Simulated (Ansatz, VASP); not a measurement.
Two plane-wave programs on TiC

```xyz
2
Lattice="0.0000 2.1593 2.1593 2.1593 0.0000 2.1593 2.1593 2.1593 0.0000" Properties=species:S:1:pos:R:3 pbc="T T T"
Ti    0.0000    0.0000    0.0000
C     2.1593    2.1593    2.1593
```

Alike in both runs: task relaxation of cell and atoms; functional r2SCAN; k mesh 12 × 12 × 12; occupations fermi-dirac, width 0.05 eV; no spin polarisation.

|  | VASP | Ansatz |
| --- | --- | --- |
| version | VASP 6.6.1 | Ansatz 0.2.0 |
| potentials or method | VASP PAW PBE potentials, release 64 (Ti_sv, C) | PAW with Ansatz's default frozen-core files, scalar-relativistic |
| plane-wave cutoff (eV) | 660 | 500 |
| valence electrons in the cell | 16 | 16 |

Ansatz gave:

| Property | Result |
| --- | --- |
| relaxed volume (Å³/atom) | 10.13 |
| relaxed cell length with the largest relative difference (Å) | 3.060 |

Question: Which values does VASP return?

Answer: Relaxed volume (Å³/atom): 10.16; relaxed cell length with the largest relative difference (Å): 3.063.

VASP's potentials were made for PBE, not for r2SCAN.
